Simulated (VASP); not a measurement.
# AlSn (P-6m2) in VASP: a series of runs

The runs below take AlSn through density of states, with PBE.

All numbers are computed with VASP 6.6.1; they aren't measurements. Logs are shortened: lines on timing, memory, paths and dates and some standing lists are left out, and cuts for length are marked.

## (1) The cell of the first run

It takes space group P-6m2 (No. 187, hexagonal). The conventional cell has a = 4.198 Å, b = 4.198 Å, c = 3.307 Å, α = 90.00°, β = 90.00°, γ = 120.00°. Al (site symmetry -6m2) has 6 Sn at 2.93 Å and 2 Al at 3.31 Å within 3.9 Å. Within 3.9 Å of Sn (site symmetry -6m2) lie 6 Al at 2.93 Å and 2 Sn at 3.31 Å.

## (2) Density of states, PBE

Contents of POSCAR:

```
AlSn
1.0
    4.1981056157      0.0000000000      0.0000000000
   -2.0990528078      3.6356661109      0.0000000000
    0.0000000000      0.0000000000      3.3068470000
Al Sn
1 1
Direct
    0.0000000000      0.0000000000      0.0000000000
    0.3333333333      0.6666666667      0.5000000000
```

Contents of INCAR.step1:

```
SYSTEM = AlSn
  PREC = Accurate
  ENCUT = 520
  EDIFF = 1E-7
  ISMEAR = 0
  SIGMA = 0.1
  LREAL = .False.
  LASPH = .True.
  NELM = 100
  ALGO = Normal
  ISIF = 2
  LWAVE = .False.
  LCHARG = .True.
  GGA = PE
  NBANDS = 16
```

Contents of KPOINTS.step1:

```
Automatic mesh
0
Gamma
  6 6 4
  0 0 0
```

Contents of INCAR.step2:

```
SYSTEM = AlSn
  PREC = Accurate
  ENCUT = 520
  EDIFF = 1E-7
  ISMEAR = -5
  SIGMA = 0.1
  LREAL = .False.
  LASPH = .True.
  NELM = 100
  ALGO = Normal
  ISIF = 2
  LWAVE = .False.
  LCHARG = .False.
  GGA = PE
  LORBIT = 11
  NEDOS = 1001
  ICHARG = 11
```

Contents of KPOINTS.step2:

```
Automatic mesh
0
Gamma
  9 9 6
  0 0 0
```

Potentials or basis: VASP PAW PBE potentials, release 64 (Al, Sn_d).

Run with:

```console
$ cat potpaw_PBE.64/Al/POTCAR potpaw_PBE.64/Sn_d/POTCAR > POTCAR
$ cp INCAR.step1 INCAR
$ cp KPOINTS.step1 KPOINTS
$ mpirun -np 1 vasp_std > vasp.out
$ cp INCAR.step2 INCAR
$ cp KPOINTS.step2 KPOINTS
$ mpirun -np 1 vasp_std > vasp.out
```

OUTCAR:

```text
SYSTEM = AlSn
   PREC = Accurate
   ENCUT = 520
   EDIFF = 1E-7
   ISMEAR = -5
   LREAL = .False.
   LASPH = .True.
   NELM = 100
   ISIF = 2
   GGA = PE
   LORBIT = 11
   ICHARG = 11

 ion  position               nearest neighbor table
   1  0.000  0.000  0.000-   2 2.93   2 2.93   2 2.93   2 2.93   2 2.93   2 2.93
   2  0.333  0.667  0.500-   1 2.93   1 2.93   1 2.93   1 2.93   1 2.93   1 2.93

  LATTYP: Found a hexagonal cell.
 ALAT       =     4.1981056157
 C/A-ratio  =     0.7876998110

  Lattice vectors:

 A1 = (   4.1981056157,   0.0000000000,   0.0000000000)
 A2 = (  -2.0990528078,   3.6356661109,   0.0000000000)
 A3 = (   0.0000000000,   0.0000000000,   3.3068470000)

Analysis of symmetry for initial positions (statically):
=====================================================================
 Subroutine PRICEL returns:
 Original cell was already a primitive cell.

 Routine SETGRP: Setting up the symmetry group for a
 hexagonal supercell.

 Subroutine GETGRP returns: Found 12 space group operations
 (whereof 12 operations were pure point group operations)
 out of a pool of 24 trial point group operations.

The static configuration has the point symmetry D_3h.

Analysis of symmetry for dynamics (positions and initial velocities):
=====================================================================
 Subroutine PRICEL returns:
 Original cell was already a primitive cell.

 Routine SETGRP: Setting up the symmetry group for a
 hexagonal supercell.

 Subroutine GETGRP returns: Found 12 space group operations
 (whereof 12 operations were pure point group operations)
 out of a pool of 24 trial point group operations.

The dynamic configuration has the point symmetry D_3h.

 Subroutine INISYM returns: Found 12 space group operations
 (whereof 12 operations are pure point group operations),
 and found     1 'primitive' translations

----------------------------------------------------------------------------------------

                                     Primitive cell

  volume of cell :      50.4721

  direct lattice vectors                    reciprocal lattice vectors
     4.198105616  0.000000000  0.000000000     0.238202678  0.137526380  0.000000000
    -2.099052808  3.635666111  0.000000000     0.000000000  0.275052760  0.000000000
     0.000000000  0.000000000  3.306847000     0.000000000  0.000000000  0.302402863

  length of vectors
     4.198105616  4.198105616  3.306847000     0.275052760  0.275052760  0.302402863

  position of ions in fractional coordinates (direct lattice)
     0.000000000  0.000000000  0.000000000
     0.333333333  0.666666667  0.500000000

  ion indices of the primitive-cell ions
   primitive index   ion index
                 1           1
                 2           2

----------------------------------------------------------------------------------------

 KPOINTS: Automatic mesh

Automatic generation of k-mesh.
 Grid dimensions read from file:
 generate k-points for:    9    9    6

 Generating k-lattice:

  Cartesian coordinates                     Fractional coordinates (reciprocal lattice)
     0.026466964  0.015280709  0.000000000     0.111111111  0.000000000  0.000000000
     0.000000000  0.030561418  0.000000000     0.000000000  0.111111111  0.000000000
     0.000000000  0.000000000  0.050400477     0.000000000  0.000000000  0.166666667

  Length of vectors
     0.030561418  0.030561418  0.050400477

  Shift w.r.t. Gamma in fractional coordinates (k-lattice)
     0.000000000  0.000000000  0.000000000

 TETIRR: Found    492 inequivalent tetrahedra from     2916

 Subroutine IBZKPT returns following result:
 ===========================================

 Found     48 irreducible k-points:

 Following reciprocal coordinates:
            Coordinates               Weight
  0.000000  0.000000  0.000000      1.000000
  0.111111  0.000000  0.000000      6.000000
  0.222222  0.000000  0.000000      6.000000
  0.333333  0.000000  0.000000      6.000000
  0.444444  0.000000  0.000000      6.000000
  0.111111  0.111111  0.000000      6.000000
[... 16 lines left out ...]
  0.333333  0.222222  0.166667     24.000000
  0.333333  0.333333  0.166667      4.000000
 [... further k-points ...]
   k-points           NKPTS =     48   k-points in BZ     NKDIM =     48   number of bands    NBANDS=     12
   number of dos      NEDOS =   1001   number of ions     NIONS =      2
   total plane-waves  NPLWV =  28672
   dimension x,y,z NGX =    32 NGY =   32 NGZ =   28
   dimension x,y,z NGXF=    64 NGYF=   64 NGZF=   56
   ions per type =               1   1
   NGX,Y,Z   is equivalent  to a cutoff of  12.67, 12.67, 14.08 a.u.
   NGXF,Y,Z  is equivalent  to a cutoff of  25.34, 25.34, 28.15 a.u.
 SYSTEM =  AlSn
   PREC   = accura    normal or accurate (medium, high low for compatibility)
   ISTART =      0    job   : 0-new  1-cont  2-samecut
   ICHARG =     11    charge: 1-file 2-atom 10-const
   ISPIN  =      1    spin polarized calculation?
   LNONCOLLINEAR =      F non collinear calculations
   LSORBIT =      F    spin-orbit coupling
   LASPH  =      T    aspherical Exc in radial PAW
   ENCUT  =  520.0 eV  38.22 Ry    6.18 a.u.   7.81  7.81  6.15*2*pi/ulx,y,z
   NELM   =    100;   NELMIN=  2; NELMDL=  0     # of ELM steps
   EDIFF  = 0.1E-06   stopping-criterion for ELM
   LREAL  =      F    real-space projection
   EDIFFG = 0.1E-05   stopping-criterion for IOM
   NSW    =      0    number of steps for IOM
   IBRION =     -1    ionic relax: 0-MD 1-quasi-New 2-CG
   NFREE  =      0    steps in history (QN), initial steepest desc. (CG)
   ISIF   =      2    stress and relaxation
   ISYM   =      2    0-nonsym 1-usesym 2-fastsym
   POTIM  = 0.5000    time-step for ionic-motion
   TEBEG  =    0.0;   TEEND  =   0.0 temperature during run
   PSTRESS=    0.0 pullay stress
   NELECT =      17.0000    total number of electrons
   NUPDOWN=      -1.0000    fix difference up-down
   EMIN   =  10.00;   EMAX   =-10.00  energy-range for DOS
   EFERMI =   0.00;   METHOD = LEGACY
   ISMEAR =    -5;   SIGMA  =   0.10  broadening in eV -4-tet -1-fermi 0-gaus
   EFERMI_NEDOS =   21; number of points for ismear=-14 and -15
   IALGO  =     38    algorithm
   IMIX   =      4    mixing-type and parameters
     AMIX     =   0.40;   BMIX     =  1.00
     AMIX_MAG =   1.60;   BMIX_MAG =  1.00
  volume/ion in A,a.u.               =      25.24       170.30
  Fermi-wavevector in a.u.,A,eV,Ry     =   1.139044  2.152482 17.652500  1.297422
  Thomas-Fermi vector in A             =   2.275748
   LORBIT       =     11    0 simple, 1 ext, 2 COOP (PROOUT), +10 PAW based schemes
   GGA     = PE    functional components
   LHFCALC =     F    Hartree Fock is set to
   AEXX    =    0.0000 exact exchange contribution
   IVDW    =     0    specifies the selected vdW correction
   LEPSILON=     F    determine dielectric tensor
   LRPA    =     F    only Hartree local field effects (RPA)
 non-spin polarized calculation
 Fermi weights with tetrahedron method with Bloechl corrections
  energy-cutoff  :      520.00
  volume of cell :       50.47
 maximum number of plane-waves:      1378
 NGX is ok and might be reduce to    32

 number of electron      16.9999999 magnetization

 Free energy of the ion-electron system (eV)
  ---------------------------------------------------
  ext. energy  EPLUGINS =         0.00000000
  ---------------------------------------------------
  free energy    TOTEN  =        -7.16261588 eV

  energy without entropy =       -7.16261588  energy(sigma->0) =       -7.16261588

 E-fermi :   6.6343     XC(G=0):  -9.5540

 val. band max:        6.6284859322   @ k =   0.0000   0.0000   0.1667
 cond. band min:       6.5267736142   @ k =   0.2222   0.2222   0.5000
 fundamental gap:     -0.1017123180
 Fermi energy:         6.6342762473

 k-point     1 :       0.0000    0.0000    0.0000
  band No.  band energies     occupation
      1     -14.8766      2.00000
      2     -14.8147      2.00000
      3     -14.8147      2.00000
      4     -14.7620      2.00000
      5     -14.7620      2.00000
      6      -4.0057      2.00000
      7       6.2235      2.00000
      8       6.2236      2.00000
      9       7.1414     -0.03223
     10       9.0480      0.00000
     11       9.5542      0.00000
     12       9.5542      0.00000

 k-point     2 :       0.1111    0.0000    0.0000
  band No.  band energies     occupation
      1     -14.8756      2.00000
      2     -14.8149      2.00000
      3     -14.8123      2.00000
      4     -14.7627      2.00000
      5     -14.7622      2.00000
      6      -3.8775      2.00000
      7       4.7544      2.00000
      8       5.9160      2.00000
      9       8.1085     -0.29104
     10       9.1772      0.00000
     11       9.6114      0.00000
     12      10.1118      0.00000

 k-point     3 :       0.2222    0.0000    0.0000
  band No.  band energies     occupation
      1     -14.8732      2.00000
      2     -14.8155      2.00000
      3     -14.8065      2.00000
      4     -14.7646      2.00000
      5     -14.7627      2.00000
      6      -3.5007      2.00000
      7       2.9817      2.00000
      8       5.3537      2.00000
      9       7.8102     -0.15329
     10       9.5551      0.00000
     11      11.0755      0.00000
     12      11.4182      0.00000
[... 286 lines left out ...]
 k-point    23 :       0.3333    0.2222    0.1667
  band No.  band energies     occupation
      1     -14.8237      2.00000
      2     -14.8089      2.00000
      3     -14.7977      2.00000
      4     -14.7850      2.00000
      5     -14.7819      2.00000
      6      -1.6233      2.00000
      7       0.6917      2.00000
      8       3.3228      2.00000
      9       8.0715      0.10648
     10       9.7134     -0.10206
     11      10.4860      0.00000
     12      12.4314      0.00000

 k-point    24 :       0.3333    0.3333    0.1667
  band No.  band energies     occupation
      1     -14.8224      2.00000
      2     -14.8062      2.00000
      3     -14.8002      2.00000
      4     -14.7841      2.00000
      5     -14.7833      2.00000
      6      -1.3618      2.00000
      7       0.4923      2.00000
      8       2.8872      2.00000
      9       8.4911      0.06220
     10       9.3525     -0.14270
     11      12.0999      0.00000
     12      12.4188      0.00000

 [... further k-points ...]

------------------------ aborting loop because EDIFF is reached ----------------------------------------

  FORCE on cell =-STRESS in cart. coord.  units (eV):
  Direction    XX          YY          ZZ          XY          YZ          ZX
  --------------------------------------------------------------------------------------
  -------------------------------------------------------------------------------------
  Total       -0.6420765     -0.6420765     -0.4774856     -0.0000000      0.0000000      0.0000000
  in kB      -20.3819583    -20.3819583    -15.1572154     -0.0000000      0.0000000      0.0000000
  external PRESSURE =     -18.6403773 kB  Pullay stress =       0.0000000 kB

 VOLUME and BASIS-vectors are now :
 -----------------------------------------------------------------------------
  energy-cutoff  :      520.00
  volume of cell :       50.47
      direct lattice vectors                 reciprocal lattice vectors
     4.198105616  0.000000000  0.000000000     0.238202678  0.137526380  0.000000000
    -2.099052808  3.635666111  0.000000000     0.000000000  0.275052760  0.000000000
     0.000000000  0.000000000  3.306847000     0.000000000  0.000000000  0.302402863

 POSITION                                       TOTAL-FORCE (eV/Angst)
 -----------------------------------------------------------------------------------
      0.00000      0.00000      0.00000         0.000000     -0.000000      0.000000
     -0.00000      2.42378      1.65342        -0.000000      0.000000      0.000000
 -----------------------------------------------------------------------------------
    total drift:                                0.005052     -0.002916     -0.000000

  FREE ENERGIE OF THE ION-ELECTRON SYSTEM (eV)
  ---------------------------------------------------
  free  energy   TOTEN  =        -7.1626158844 eV

  energy  without entropy=       -7.1626158844  energy(sigma->0) =       -7.16261588

 total charge

# of ion       s       p       d       tot
------------------------------------------
    1        0.463   0.282   0.000   0.744
    2        1.211   1.093   9.978  12.283
--------------------------------------------------
tot          1.674   1.375   9.978  13.027
```

Wall time 22 s (1 thread of Intel Xeon 6975P-C, shared host); peak memory 0.18 GiB.

Results:

```
Valence electrons inside the program's atomic spheres : Al 0.74; Sn 12.28
```

Caveat: the k points lie up to 0.48 Å⁻¹ apart; spin-orbit coupling is left out, which moves the levels of the heavy elements; tetrahedron occupations give inexact forces and stress in metals.

(Part 1 of 2 ends here.)
